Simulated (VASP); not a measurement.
# LiSi16 (a cell with a defect) in VASP: notebook

Runs on LiSi16 (a cell with a defect). Level: PBEsol. Tasks: single point.

Everything below comes from runs of VASP 6.6.1. Logs are shortened: lines on timing, memory, paths and dates and some standing lists are left out, and cuts for length are marked.

## (1) The cell of the first run

The cell holds a defect, 17 atoms: a = 7.679 Å, b = 7.679 Å, c = 7.679 Å, α = 60.00°, β = 60.00°, γ = 60.00°.

## (2) Single point, PBEsol

Input file INCAR:

```
ALGO = Normal ; EDIFF = 1E-6
ENCUT = 520 ; GGA = PS
ISIF = 2 ; ISMEAR = 0
LASPH = T ; LCHARG = F
LREAL = Auto ; LWAVE = F
NBANDS = 48 ; NELECT = 66.0
NELM = 100 ; PREC = Accurate
SIGMA = 0.05
```

Input file KPOINTS:

```
k-points
0
Gamma
  2 2 2
```

Input file POSCAR:

```
LiSi16
1.0
    0.0000000000      5.4300000000      5.4300000000
    5.4300000000      0.0000000000      5.4300000000
    5.4300000000      5.4300000000      0.0000000000
Si Li
16 1
Direct
    0.0059829293      0.0022556444      0.0013689528
    0.1360596020      0.1267264069      0.1258417425
    0.0053475454      0.0014869693      0.5051744737
    0.1276339184      0.1307971022      0.6274575936
    0.0053503462      0.5060587877      0.0005832644
    0.1276284146      0.6283416645      0.1299097470
    0.0026937691      0.5034035122      0.5025189795
    0.1268825260      0.6276117266      0.6267030255
    0.5042083996      0.0049149773      0.0040344514
    0.6268936540      0.1275898816      0.1267194344
    0.5015441469      0.0022555286      0.5058080778
    0.6260153465      0.1267252548      0.6358863363
    0.5015456109      0.5066836731      0.0013701957
    0.6260169719      0.6367633619      0.1258422486
    0.5007616146      0.5060575285      0.5051761461
    0.6300852701      0.6283427607      0.6274533411
    0.7543503345      0.2550370198      0.2541811897
```

Potentials or basis: VASP PAW PBE potentials, release 64 (Si, Li_sv).

Started as:

```bash
$ cat potpaw_PBE.64/Si/POTCAR potpaw_PBE.64/Li_sv/POTCAR > POTCAR
$ mpirun -np 1 vasp_std > vasp.out
```

OUTCAR:

```text
EDIFF = 1E-6
   ENCUT = 520
   GGA = PS
   ISIF = 2
   ISMEAR = 0
   LASPH = T
   LREAL = Auto
   NELECT = 66.0
   NELM = 100
   PREC = Accurate

 ion  position               nearest neighbor table
   1  0.006  0.002  0.001-   4 2.34   6 2.34   2 2.38  10 2.38  17 2.75
   2  0.136  0.127  0.126-   9 2.31   1 2.38   5 2.38   3 2.38  17 2.39
   3  0.005  0.001  0.505-   4 2.34   8 2.34  12 2.38   2 2.38  17 2.73
   4  0.128  0.131  0.627-   7 2.34   3 2.34  11 2.34   1 2.34
   5  0.005  0.506  0.001-   6 2.34   8 2.34   2 2.38  14 2.38  17 2.73
   6  0.128  0.628  0.130-   7 2.34   5 2.34   1 2.34  13 2.34
   7  0.003  0.503  0.503-   8 2.34   4 2.34  16 2.34   6 2.34
   8  0.127  0.628  0.627-   7 2.34   3 2.34  15 2.34   5 2.34
   9  0.504  0.005  0.004-  10 2.31  12 2.31   2 2.31  14 2.31
  10  0.627  0.128  0.127-   9 2.31  11 2.38   1 2.38  13 2.38  17 2.40
  11  0.502  0.002  0.506-   4 2.34  16 2.34  12 2.38  10 2.38  17 2.75
  12  0.626  0.127  0.636-   9 2.31  11 2.38   3 2.38  15 2.38  17 2.39
  13  0.502  0.507  0.001-  16 2.34   6 2.34  14 2.38  10 2.38  17 2.75
  14  0.626  0.637  0.126-   9 2.31  13 2.38   5 2.38  15 2.38  17 2.39
  15  0.501  0.506  0.505-  16 2.34   8 2.34  12 2.38  14 2.38  17 2.73
  16  0.630  0.628  0.627-   7 2.34  15 2.34  11 2.34  13 2.34
  17  0.754  0.255  0.254-  12 2.39   2 2.39  14 2.39  10 2.40   3 2.73  15 2.73   5 2.73  11 2.75
                             1 2.75  13 2.75

  LATTYP: Found a face centered cubic cell.
 ALAT       =    10.8600000000

  Lattice vectors:

 A1 = (   0.0000000000,   5.4300000000,   5.4300000000)
 A2 = (   5.4300000000,   0.0000000000,   5.4300000000)
 A3 = (   5.4300000000,   5.4300000000,   0.0000000000)

Analysis of symmetry for initial positions (statically):
=====================================================================
 Subroutine PRICEL returns:
 Original cell was already a primitive cell.

 Routine SETGRP: Setting up the symmetry group for a
 face centered cubic supercell.

 Subroutine GETGRP returns: Found  1 space group operations
 (whereof  1 operations were pure point group operations)
 out of a pool of 48 trial point group operations.

The static configuration has the point symmetry C_1 .

Analysis of symmetry for dynamics (positions and initial velocities):
=====================================================================
 Subroutine PRICEL returns:
 Original cell was already a primitive cell.

 Routine SETGRP: Setting up the symmetry group for a
 face centered cubic supercell.

 Subroutine GETGRP returns: Found  1 space group operations
 (whereof  1 operations were pure point group operations)
 out of a pool of 48 trial point group operations.

The dynamic configuration has the point symmetry C_1 .

 Subroutine INISYM returns: Found  1 space group operations
 (whereof  1 operations are pure point group operations),
 and found     1 'primitive' translations

----------------------------------------------------------------------------------------

                                     Primitive cell

  volume of cell :     320.2060

  direct lattice vectors                    reciprocal lattice vectors
     0.000000000  5.430000000  5.430000000    -0.092081031  0.092081031  0.092081031
     5.430000000  0.000000000  5.430000000     0.092081031 -0.092081031  0.092081031
     5.430000000  5.430000000  0.000000000     0.092081031  0.092081031 -0.092081031

  length of vectors
     7.679179644  7.679179644  7.679179644     0.159489025  0.159489025  0.159489025

  position of ions in fractional coordinates (direct lattice)
     0.005982929  0.002255644  0.001368953
     0.136059602  0.126726407  0.125841743
     0.005347545  0.001486969  0.505174474
     0.127633918  0.130797102  0.627457594
     0.005350346  0.506058788  0.000583264
     0.127628415  0.628341664  0.129909747
[... 9 lines left out ...]
     0.630085270  0.628342761  0.627453341
     0.754350335  0.255037020  0.254181190

  ion indices of the primitive-cell ions
   primitive index   ion index
                 1           1
                 2           2
                 3           3
                 4           4
                 5           5
                 6           6
[... 9 lines left out ...]
                16          16
                17          17

----------------------------------------------------------------------------------------

 KPOINTS: k-points

Automatic generation of k-mesh.
 Grid dimensions read from file:
 generate k-points for:    2    2    2

 Generating k-lattice:

  Cartesian coordinates                     Fractional coordinates (reciprocal lattice)
    -0.046040516  0.046040516  0.046040516     0.500000000  0.000000000  0.000000000
     0.046040516 -0.046040516  0.046040516     0.000000000  0.500000000  0.000000000
     0.046040516  0.046040516 -0.046040516     0.000000000  0.000000000  0.500000000

  Length of vectors
     0.079744512  0.079744512  0.079744512

  Shift w.r.t. Gamma in fractional coordinates (k-lattice)
     0.000000000  0.000000000  0.000000000

 Subroutine IBZKPT returns following result:
 ===========================================

 Found      8 irreducible k-points:

 Following reciprocal coordinates:
            Coordinates               Weight
  0.000000  0.000000  0.000000      1.000000
  0.500000  0.000000  0.000000      1.000000
  0.000000  0.500000  0.000000      1.000000
  0.000000  0.000000  0.500000      1.000000
  0.500000  0.500000  0.500000      1.000000
  0.500000  0.500000  0.000000      1.000000
  0.000000  0.500000  0.500000      1.000000
  0.500000  0.000000  0.500000      1.000000
   k-points           NKPTS =      8   k-points in BZ     NKDIM =      8   number of bands    NBANDS=     48
   number of dos      NEDOS =    301   number of ions     NIONS =     17
   total plane-waves  NPLWV = 216000
   dimension x,y,z NGX =    60 NGY =   60 NGZ =   60
   dimension x,y,z NGXF=   120 NGYF=  120 NGZF=  120
   ions per type =              16   1
   NGX,Y,Z   is equivalent  to a cutoff of  12.99, 12.99, 12.99 a.u.
   NGXF,Y,Z  is equivalent  to a cutoff of  25.98, 25.98, 25.98 a.u.
 SYSTEM =  unknown system
   PREC   = accura    normal or accurate (medium, high low for compatibility)
   ISTART =      0    job   : 0-new  1-cont  2-samecut
   ICHARG =      2    charge: 1-file 2-atom 10-const
   ISPIN  =      1    spin polarized calculation?
   LNONCOLLINEAR =      F non collinear calculations
   LSORBIT =      F    spin-orbit coupling
   LASPH  =      T    aspherical Exc in radial PAW
   ENCUT  =  520.0 eV  38.22 Ry    6.18 a.u.  14.28 14.28 14.28*2*pi/ulx,y,z
   NELM   =    100;   NELMIN=  2; NELMDL= -5     # of ELM steps
   EDIFF  = 0.1E-05   stopping-criterion for ELM
   LREAL  =      T    real-space projection
   EDIFFG = 0.1E-04   stopping-criterion for IOM
   NSW    =      0    number of steps for IOM
   IBRION =     -1    ionic relax: 0-MD 1-quasi-New 2-CG
   NFREE  =      0    steps in history (QN), initial steepest desc. (CG)
   ISIF   =      2    stress and relaxation
   ISYM   =      2    0-nonsym 1-usesym 2-fastsym
   POTIM  = 0.5000    time-step for ionic-motion
   TEBEG  =    0.0;   TEEND  =   0.0 temperature during run
   PSTRESS=    0.0 pullay stress
   NELECT =      66.0000    total number of electrons
   NUPDOWN=      -1.0000    fix difference up-down
   EMIN   =  10.00;   EMAX   =-10.00  energy-range for DOS
   EFERMI =   0.00;   METHOD = LEGACY
   ISMEAR =     0;   SIGMA  =   0.05  broadening in eV -4-tet -1-fermi 0-gaus
   EFERMI_NEDOS =   21; number of points for ismear=-14 and -15
   IALGO  =     38    algorithm
   IMIX   =      4    mixing-type and parameters
     AMIX     =   0.40;   BMIX     =  1.00
     AMIX_MAG =   1.60;   BMIX_MAG =  1.00
  volume/ion in A,a.u.               =      18.84       127.11
  Fermi-wavevector in a.u.,A,eV,Ry     =   0.967044  1.827449 12.723821  0.935174
  Thomas-Fermi vector in A             =   2.096897
   LORBIT       =      0    0 simple, 1 ext, 2 COOP (PROOUT), +10 PAW based schemes
   GGA     = PS    functional components
   LHFCALC =     F    Hartree Fock is set to
   AEXX    =    0.0000 exact exchange contribution
   IVDW    =     0    specifies the selected vdW correction
   LEPSILON=     F    determine dielectric tensor
   LRPA    =     F    only Hartree local field effects (RPA)
 non-spin polarized calculation
 Gauss-broadening in eV      SIGMA  =   0.05
  energy-cutoff  :      520.00
  volume of cell :      320.21
 maximum number of plane-waves:      8646
 NGX is ok and might be reduce to    60
   NGX = 29   NGY = 29   NGZ = 29

 number of electron      66.0000000 magnetization

 Free energy of the ion-electron system (eV)
  ---------------------------------------------------
  ext. energy  EPLUGINS =         0.00000000
  ---------------------------------------------------
  free energy    TOTEN  =       -98.75949323 eV

  energy without entropy =      -98.75949323  energy(sigma->0) =      -98.75949323

 E-fermi :   6.2921     XC(G=0):  -9.5855

 val. band max:        6.0076194128   @ k =   0.0000   0.0000   0.0000
 cond. band min:       6.5225387441   @ k =   0.0000   0.0000   0.0000
 fundamental gap:      0.5149193313
 Fermi energy:         6.2920820538

 k-point     1 :       0.0000    0.0000    0.0000
  band No.  band energies     occupation
      1     -39.7506      2.00000
      2      -5.9912      2.00000
      3      -3.7200      2.00000
      4      -3.6625      2.00000
      5      -3.6624      2.00000
      6      -3.6617      2.00000
[... 37 lines left out ...]
     44       8.2577      0.00000
     45       8.2578      0.00000

 k-point     2 :       0.5000    0.0000    0.0000
  band No.  band energies     occupation
      1     -39.7506      2.00000
      2      -5.2612      2.00000
      3      -5.1330      2.00000
      4      -3.4065      2.00000
      5      -3.3702      2.00000
      6      -3.3664      2.00000
[... 280 lines left out ...]
 k-point     8 :       0.5000    0.0000    0.5000
  band No.  band energies     occupation
      1     -39.7506      2.00000
      2      -4.9709      2.00000
      3      -4.8787      2.00000
      4      -3.9834      2.00000
      5      -3.9546      2.00000
      6      -3.9543      2.00000
[... 37 lines left out ...]
     44      10.1990      0.00000
     45      10.2811      0.00000
 [bands above 45 left out]

------------------------ aborting loop because EDIFF is reached ----------------------------------------

  FORCE on cell =-STRESS in cart. coord.  units (eV):
  Direction    XX          YY          ZZ          XY          YZ          ZX
  --------------------------------------------------------------------------------------
  -------------------------------------------------------------------------------------
  Total       -4.5286350     -4.5306162     -4.5264708      0.0134458      0.0130300      0.0118910
  in kB      -22.6594007    -22.6693135    -22.6485717      0.0672773      0.0651966      0.0594976
  external PRESSURE =     -22.6590953 kB  Pullay stress =       0.0000000 kB

 VOLUME and BASIS-vectors are now :
 -----------------------------------------------------------------------------
  energy-cutoff  :      520.00
  volume of cell :      320.21
      direct lattice vectors                 reciprocal lattice vectors
     0.000000000  5.430000000  5.430000000    -0.092081031  0.092081031  0.092081031
     5.430000000  0.000000000  5.430000000     0.092081031 -0.092081031  0.092081031
     5.430000000  5.430000000  0.000000000     0.092081031  0.092081031 -0.092081031

 POSITION                                       TOTAL-FORCE (eV/Angst)
 -----------------------------------------------------------------------------------
      0.01968      0.03992      0.04474        -0.009236     -0.002325     -0.004175
      1.37145      1.42212      1.42693        -0.000381      0.004464      0.004544
      2.75117      2.77213      0.03711         0.002144      0.010803      0.002613
      4.11732      4.10015      1.40328         0.005636     -0.002480      0.004788
      2.75107      0.03222      2.77695         0.003106      0.004217      0.009182
      4.11731      1.39843      4.10492         0.004879      0.005184     -0.002982
[... 9 lines left out ...]
      6.81897      6.82843      6.83326        -0.002918      0.005257      0.005069
      2.76505      5.47633      5.48097        -0.007477     -0.010409     -0.006951
 -----------------------------------------------------------------------------------
    total drift:                                0.004396      0.007344      0.003141

  FREE ENERGIE OF THE ION-ELECTRON SYSTEM (eV)
  ---------------------------------------------------
  free  energy   TOTEN  =       -98.7594932292 eV

  energy  without entropy=      -98.7594932292  energy(sigma->0) =      -98.75949323
```

Run time: 3.8 min. Hardware: 1 thread of Intel Xeon Platinum 8375C at 2.90GHz (Ice Lake), shared host; peak memory 0.48 GiB.

Results:

```yaml
Free_energy: -98.7595 eV
Largest_force: 0.023 eV/Å
```

Forces in eV/Å, atoms in the order of the input:
```
Si  -0.009 -0.002 -0.004
Si   0.000  0.004  0.005
Si   0.002  0.011  0.003
Si   0.006 -0.002  0.005
Si   0.003  0.004  0.009
Si   0.005  0.005 -0.003
Si   0.007  0.006  0.007
Si   0.007  0.007  0.006
Si  -0.008 -0.010 -0.007
Si  -0.013 -0.014 -0.013
Si  -0.004 -0.002 -0.009
Si   0.004  0.004 -0.001
Si  -0.003 -0.009 -0.003
Si   0.004 -0.001  0.004
Si   0.010  0.004  0.003
Si  -0.003  0.005  0.005
Li  -0.007 -0.010 -0.007
```

Caveat: the k points lie up to 0.50 Å⁻¹ apart; the cell carries a net charge on a neutralising background, which shifts energy and pressure; the cell is charged against a uniform background, so pressure and absolute levels hang on convention; the cutoff is under 1.25 times the usual one of these potentials, so pressure, stress and relaxed cells hold a basis-set (Pulay) error; the PAW data sets were made with another functional, which shifts forces and pressure a little.

[end of part 1 of 2]
